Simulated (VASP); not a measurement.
# Al2Ga3N5 (P3m1) in VASP: single point with LDA

Aim: the single point of Al2Ga3N5 with LDA.

All numbers are computed with VASP 6.6.1; they aren't measurements. Logs are shortened: lines on timing, memory, paths and dates and some standing lists are left out, and cuts for length are marked.

### Step 1. The cell of the first run

The structure is trigonal, space group P3m1 (No. 156). The conventional cell has a = 3.127 Å, b = 3.127 Å, c = 25.321 Å, α = 90.00°, β = 90.00°, γ = 120.00°. Al (site symmetry 3m) has 4 N at 1.88 to 1.89 Å within 2.5 Å. Within 2.5 Å of Al (site symmetry 3m) lie 4 N at 1.88 to 1.90 Å. Within 2.5 Å of Al (site symmetry 3m) lie 4 N at 1.88 to 1.90 Å. Al (site symmetry 3m) has 4 N at 1.88 to 1.90 Å within 2.5 Å. Within 2.5 Å of Ga (site symmetry 3m) lie 4 N at 1.92 to 1.94 Å. Ga (site symmetry 3m) has 4 N at 1.91 to 1.94 Å within 2.5 Å. Ga (site symmetry 3m) has 4 N at 1.91 to 1.94 Å within 2.5 Å. Within 2.5 Å of Ga (site symmetry 3m) lie 4 N at 1.91 to 1.94 Å.

### Step 2. Single point, LDA

Input file INCAR:

```
PREC = Accurate
ENCUT = 1330
EDIFF = 1E-6
ISMEAR = 0
SIGMA = 0.01
LREAL = Auto
LASPH = T
NELM = 120
ALGO = Normal
ISIF = 2
LWAVE = F
LCHARG = F
GGA = CA
NBANDS = 86
GGA_COMPAT = F
```

Input file KPOINTS:

```
Automatic mesh
0
Gamma
  8 8 1
```

Input file POSCAR:

```
Al2Ga3N5
1.0
    3.1266937252      0.0000000000      0.0000000000
   -1.5633468626      2.7077961959      0.0000000000
    0.0000000000      0.0000000000     25.3211241003
Al Ga N
4 6 10
Direct
    0.3333333333      0.6666666667      0.6087191967
    0.6666666667      0.3333333333      0.7059969946
    0.3333333333      0.6666666667      0.8032191374
    0.6666666667      0.3333333333      0.9003738815
    0.3333333333      0.6666666667      0.0003311199
    0.6666666667      0.3333333333      0.1020848225
    0.3333333333      0.6666666667      0.2038782448
    0.6666666667      0.3333333333      0.3056708478
    0.3333333333      0.6666666667      0.4074559117
    0.6666666667      0.3333333333      0.5093676898
    0.3333333333      0.6666666667      0.0768735310
    0.6666666667      0.3333333333      0.1786565263
    0.3333333333      0.6666666667      0.2804508706
    0.6666666667      0.3333333333      0.3822444665
    0.3333333333      0.6666666667      0.4840236466
    0.6666666667      0.3333333333      0.5861175833
    0.3333333333      0.6666666667      0.6830337939
    0.6666666667      0.3333333333      0.7802639515
    0.3333333333      0.6666666667      0.8774907554
    0.6666666667      0.3333333333      0.9747274282
```

Potentials or basis: VASP PAW LDA potentials, release 64 (Al, Ga_d, N_h).

Command:

```console
$ cat potpaw_LDA.64/Al/POTCAR potpaw_LDA.64/Ga_d/POTCAR potpaw_LDA.64/N_h/POTCAR > POTCAR
$ mpirun -np 1 vasp_std > vasp.out
```

OUTCAR:

```text
PREC = Accurate
   ENCUT = 1330
   EDIFF = 1E-6
   ISMEAR = 0
   LREAL = Auto
   LASPH = T
   NELM = 120
   ISIF = 2
   GGA = CA

 ion  position               nearest neighbor table
   1  0.333  0.667  0.609-  17 1.88  16 1.89  16 1.89  16 1.89   2 3.05   2 3.05   2 3.05  10 3.10
                            10 3.10  10 3.10
   2  0.667  0.333  0.706-  18 1.88  17 1.90  17 1.90  17 1.90   3 3.05   3 3.05   3 3.05   1 3.05
                             1 3.05   1 3.05
   3  0.333  0.667  0.803-  19 1.88  18 1.90  18 1.90  18 1.90   4 3.05   4 3.05   4 3.05   2 3.05
                             2 3.05   2 3.05
   4  0.667  0.333  0.900-  20 1.88  19 1.90  19 1.90  19 1.90   3 3.05   3 3.05   3 3.05   5 3.11
                             5 3.11   5 3.11
   5  0.333  0.667  0.000-  20 1.92  20 1.92  20 1.92  11 1.94   4 3.11   4 3.11   4 3.11
   6  0.667  0.333  0.102-  11 1.91  11 1.91  11 1.91  12 1.94
   7  0.333  0.667  0.204-  12 1.91  12 1.91  12 1.91  13 1.94
   8  0.667  0.333  0.306-  13 1.91  13 1.91  13 1.91  14 1.94
   9  0.333  0.667  0.407-  14 1.91  14 1.91  14 1.91  15 1.94
  10  0.667  0.333  0.509-  15 1.92  15 1.92  15 1.92  16 1.94   1 3.10   1 3.10   1 3.10
  11  0.333  0.667  0.077-   6 1.91   6 1.91   6 1.91   5 1.94
  12  0.667  0.333  0.179-   7 1.91   7 1.91   7 1.91   6 1.94
  13  0.333  0.667  0.280-   8 1.91   8 1.91   8 1.91   7 1.94
  14  0.667  0.333  0.382-   9 1.91   9 1.91   9 1.91   8 1.94
  15  0.333  0.667  0.484-  10 1.92  10 1.92  10 1.92   9 1.94
  16  0.667  0.333  0.586-   1 1.89   1 1.89   1 1.89  10 1.94
  17  0.333  0.667  0.683-   1 1.88   2 1.90   2 1.90   2 1.90
  18  0.667  0.333  0.780-   2 1.88   3 1.90   3 1.90   3 1.90
  19  0.333  0.667  0.877-   3 1.88   4 1.90   4 1.90   4 1.90
  20  0.667  0.333  0.975-   4 1.88   5 1.92   5 1.92   5 1.92

  LATTYP: Found a hexagonal cell.
 ALAT       =     3.1266937252
 C/A-ratio  =     8.0983704596

  Lattice vectors:

 A1 = (   3.1266937252,   0.0000000000,   0.0000000000)
 A2 = (  -1.5633468626,   2.7077961959,   0.0000000000)
 A3 = (   0.0000000000,   0.0000000000,  25.3211241003)

Analysis of symmetry for initial positions (statically):
=====================================================================
 Subroutine PRICEL returns:
 Original cell was already a primitive cell.

 Routine SETGRP: Setting up the symmetry group for a
 hexagonal supercell.

 Subroutine GETGRP returns: Found  6 space group operations
 (whereof  6 operations were pure point group operations)
 out of a pool of 24 trial point group operations.

The static configuration has the point symmetry C_3v.

Analysis of symmetry for dynamics (positions and initial velocities):
=====================================================================
 Subroutine PRICEL returns:
 Original cell was already a primitive cell.

 Routine SETGRP: Setting up the symmetry group for a
 hexagonal supercell.

 Subroutine GETGRP returns: Found  6 space group operations
 (whereof  6 operations were pure point group operations)
 out of a pool of 24 trial point group operations.

The dynamic configuration has the point symmetry C_3v.

 Subroutine INISYM returns: Found  6 space group operations
 (whereof  6 operations are pure point group operations),
 and found     1 'primitive' translations

----------------------------------------------------------------------------------------

                                     Primitive cell

  volume of cell :     214.3800

  direct lattice vectors                    reciprocal lattice vectors
     3.126693725  0.000000000  0.000000000     0.319826656  0.184652006  0.000000000
    -1.563346863  2.707796196  0.000000000     0.000000000  0.369304012  0.000000000
     0.000000000  0.000000000 25.321124100     0.000000000  0.000000000  0.039492717

  length of vectors
     3.126693725  3.126693725 25.321124100     0.369304012  0.369304012  0.039492717

  position of ions in fractional coordinates (direct lattice)
     0.333333333  0.666666667  0.608719197
     0.666666667  0.333333333  0.705996995
     0.333333333  0.666666667  0.803219137
     0.666666667  0.333333333  0.900373882
     0.333333333  0.666666667  0.000331120
     0.666666667  0.333333333  0.102084822
[... 12 lines left out ...]
     0.333333333  0.666666667  0.877490755
     0.666666667  0.333333333  0.974727428

  ion indices of the primitive-cell ions
   primitive index   ion index
                 1           1
                 2           2
                 3           3
                 4           4
                 5           5
                 6           6
[... 12 lines left out ...]
                19          19
                20          20

----------------------------------------------------------------------------------------

 KPOINTS: Automatic mesh

Automatic generation of k-mesh.
 Grid dimensions read from file:
 generate k-points for:    8    8    1

 Generating k-lattice:

  Cartesian coordinates                     Fractional coordinates (reciprocal lattice)
     0.039978332  0.023081501  0.000000000     0.125000000  0.000000000  0.000000000
     0.000000000  0.046163002  0.000000000     0.000000000  0.125000000  0.000000000
     0.000000000  0.000000000  0.039492717     0.000000000  0.000000000  1.000000000

  Length of vectors
     0.046163002  0.046163002  0.039492717

  Shift w.r.t. Gamma in fractional coordinates (k-lattice)
     0.000000000  0.000000000  0.000000000

 Subroutine IBZKPT returns following result:
 ===========================================

 Found     10 irreducible k-points:

 Following reciprocal coordinates:
            Coordinates               Weight
  0.000000  0.000000  0.000000      1.000000
  0.125000 -0.000000  0.000000      6.000000
  0.250000 -0.000000  0.000000      6.000000
  0.375000 -0.000000  0.000000      6.000000
  0.500000 -0.000000  0.000000      3.000000
  0.125000  0.125000  0.000000      6.000000
  0.250000  0.125000  0.000000     12.000000
  0.375000  0.125000  0.000000     12.000000
  0.250000  0.250000  0.000000      6.000000
  0.375000  0.250000  0.000000      6.000000
   k-points           NKPTS =     10   k-points in BZ     NKDIM =     10   number of bands    NBANDS=     86
   number of dos      NEDOS =    301   number of ions     NIONS =     20
   total plane-waves  NPLWV = 512000
   dimension x,y,z NGX =    40 NGY =   40 NGZ =  320
   dimension x,y,z NGXF=    80 NGYF=   80 NGZF=  640
   ions per type =               4   6  10
   NGX,Y,Z   is equivalent  to a cutoff of  21.27, 21.27, 21.01 a.u.
   NGXF,Y,Z  is equivalent  to a cutoff of  42.54, 42.54, 42.02 a.u.
 SYSTEM =  unknown system
   PREC   = accura    normal or accurate (medium, high low for compatibility)
   ISTART =      0    job   : 0-new  1-cont  2-samecut
   ICHARG =      2    charge: 1-file 2-atom 10-const
   ISPIN  =      1    spin polarized calculation?
   LNONCOLLINEAR =      F non collinear calculations
   LSORBIT =      F    spin-orbit coupling
   LASPH  =      T    aspherical Exc in radial PAW
   ENCUT  = 1330.0 eV  97.75 Ry    9.89 a.u.   9.30  9.30 75.29*2*pi/ulx,y,z
   NELM   =    120;   NELMIN=  2; NELMDL= -5     # of ELM steps
   EDIFF  = 0.1E-05   stopping-criterion for ELM
   LREAL  =      T    real-space projection
   EDIFFG = 0.1E-04   stopping-criterion for IOM
   NSW    =      0    number of steps for IOM
   IBRION =     -1    ionic relax: 0-MD 1-quasi-New 2-CG
   NFREE  =      0    steps in history (QN), initial steepest desc. (CG)
   ISIF   =      2    stress and relaxation
   ISYM   =      2    0-nonsym 1-usesym 2-fastsym
   POTIM  = 0.5000    time-step for ionic-motion
   TEBEG  =    0.0;   TEEND  =   0.0 temperature during run
   PSTRESS=    0.0 pullay stress
   NELECT =     140.0000    total number of electrons
   NUPDOWN=      -1.0000    fix difference up-down
   EMIN   =  10.00;   EMAX   =-10.00  energy-range for DOS
   EFERMI =   0.00;   METHOD = LEGACY
   ISMEAR =     0;   SIGMA  =   0.01  broadening in eV -4-tet -1-fermi 0-gaus
   EFERMI_NEDOS =   21; number of points for ismear=-14 and -15
   IALGO  =     38    algorithm
   IMIX   =      4    mixing-type and parameters
     AMIX     =   0.40;   BMIX     =  1.00
     AMIX_MAG =   1.60;   BMIX_MAG =  1.00
  volume/ion in A,a.u.               =      10.72        72.34
  Fermi-wavevector in a.u.,A,eV,Ry     =   1.420330  2.684035 27.447559  2.017339
  Thomas-Fermi vector in A             =   2.541257
   LORBIT       =      0    0 simple, 1 ext, 2 COOP (PROOUT), +10 PAW based schemes
   GGA     = CA    functional components
   LHFCALC =     F    Hartree Fock is set to
   AEXX    =    0.0000 exact exchange contribution
   IVDW    =     0    specifies the selected vdW correction
   LEPSILON=     F    determine dielectric tensor
   LRPA    =     F    only Hartree local field effects (RPA)
 non-spin polarized calculation
 Gauss-broadening in eV      SIGMA  =   0.01
  energy-cutoff  :     1330.00
  volume of cell :      214.38
 maximum number of plane-waves:     23707
 NGX is ok and might be reduce to    40
   NGX = 19   NGY = 19   NGZ =151

 number of electron     140.0000002 magnetization

 Free energy of the ion-electron system (eV)
  ---------------------------------------------------
  ext. energy  EPLUGINS =         0.00000000
  ---------------------------------------------------
  free energy    TOTEN  =      -149.35698738 eV

  energy without entropy =     -149.35698738  energy(sigma->0) =     -149.35698738

 E-fermi :   6.4361     XC(G=0): -11.9482

 val. band max:        6.3711126454   @ k =   0.0000   0.0000   0.0000
 cond. band min:       8.7669488457   @ k =   0.0000   0.0000   0.0000
 fundamental gap:      2.3958362003
 Fermi energy:         6.4361495158

 k-point     1 :       0.0000    0.0000    0.0000
  band No.  band energies     occupation
      1     -10.0047      2.00000
      2      -9.7443      2.00000
      3      -9.5306      2.00000
      4      -9.3069      2.00000
      5      -9.2646      2.00000
      6      -9.0567      2.00000
[... 74 lines left out ...]
     81      14.8266      0.00000
     82      14.9116      0.00000

 k-point     2 :       0.1250   -0.0000    0.0000
  band No.  band energies     occupation
      1      -9.8412      2.00000
      2      -9.5900      2.00000
      3      -9.3823      2.00000
      4      -9.1660      2.00000
      5      -9.1450      2.00000
      6      -8.9727      2.00000
[... 74 lines left out ...]
     81      14.2826      0.00000
     82      14.3711      0.00000
[... 593 lines left out ...]
     81      13.7708      0.00000
     82      14.1504      0.00000

 k-point    10 :       0.3750    0.2500    0.0000
  band No.  band energies     occupation
      1      -9.0260      2.00000
      2      -8.9150      2.00000
      3      -8.8076      2.00000
      4      -8.7006      2.00000
      5      -8.5952      2.00000
      6      -8.3072      2.00000
[... 74 lines left out ...]
     81      13.7528      0.00000
     82      13.8010      0.00000
 [bands above 82 left out]

------------------------ aborting loop because EDIFF is reached ----------------------------------------

  FORCE on cell =-STRESS in cart. coord.  units (eV):
  Direction    XX          YY          ZZ          XY          YZ          ZX
  --------------------------------------------------------------------------------------
  -------------------------------------------------------------------------------------
  Total        1.0325427      1.0325427      1.0414446      0.0000000      0.0000000     -0.0000000
  in kB        7.7167479      7.7167479      7.7832767      0.0000000      0.0000000     -0.0000000
  external PRESSURE =       7.7389241 kB  Pullay stress =       0.0000000 kB

 VOLUME and BASIS-vectors are now :
 -----------------------------------------------------------------------------
  energy-cutoff  :     1330.00
  volume of cell :      214.38
      direct lattice vectors                 reciprocal lattice vectors
     3.126693725  0.000000000  0.000000000     0.319826656  0.184652006  0.000000000
    -1.563346863  2.707796196  0.000000000     0.000000000  0.369304012  0.000000000
     0.000000000  0.000000000 25.321124100     0.000000000  0.000000000  0.039492717

 POSITION                                       TOTAL-FORCE (eV/Angst)
 -----------------------------------------------------------------------------------
     -0.00000      1.80520     15.41345         0.000000     -0.000000     -0.003402
      1.56335      0.90260     17.87664         0.000000     -0.000000     -0.005131
     -0.00000      1.80520     20.33841         0.000000     -0.000000      0.000337
      1.56335      0.90260     22.79848         0.000000     -0.000000     -0.017699
     -0.00000      1.80520      0.00838         0.000000     -0.000000      0.005593
      1.56335      0.90260      2.58490         0.000000     -0.000000     -0.011962
[... 12 lines left out ...]
     -0.00000      1.80520     22.21905        -0.000000     -0.000000      0.006589
      1.56335      0.90260     24.68119         0.000000     -0.000000     -0.021435
 -----------------------------------------------------------------------------------
    total drift:                                0.000000      0.000000      0.018903

  FREE ENERGIE OF THE ION-ELECTRON SYSTEM (eV)
  ---------------------------------------------------
  free  energy   TOTEN  =      -149.3569873785 eV

  energy  without entropy=     -149.3569873785  energy(sigma->0) =     -149.35698738
```

It took 20 min on 1 thread of Intel Xeon 6975P-C (Granite Rapids), shared host; peak memory 0.94 GiB.

What came out:

- Free energy: -149.3570 eV
- Pressure: 0.8 GPa
- Largest force: 0.024 eV/Å
- Band gap on the k mesh: 2.40 eV

Forces on the atoms (eV/Å):
```
Al   0.000  0.000 -0.003
Al   0.000  0.000 -0.005
Al   0.000  0.000  0.000
Al   0.000  0.000 -0.018
Ga   0.000  0.000  0.006
Ga   0.000  0.000 -0.012
Ga   0.000  0.000 -0.002
Ga   0.000  0.000  0.009
Ga   0.000  0.000  0.005
Ga   0.000  0.000  0.005
N    0.000  0.000 -0.001
N    0.000  0.000 -0.002
N    0.000  0.000  0.002
N    0.000  0.000 -0.005
N    0.000  0.000  0.001
N    0.000  0.000  0.024
N    0.000  0.000  0.007
N    0.000  0.000  0.005
N    0.000  0.000  0.007
N    0.000  0.000 -0.021
```

Levels at points of the mesh, in eV from the valence-band top:
| k point | band 68 | band 69 | band 70 | band 71 | band 72 | band 73 |
| --- | --- | --- | --- | --- | --- | --- |
| (0.00, 0.00, 0.00) | -0.24 | 0.00 | 0.00 | 2.40 | 3.21 | 3.66 |
| (0.50, 0.00, 0.00) | -1.52 | -1.42 | -1.14 | 3.93 | 4.10 | 4.37 |
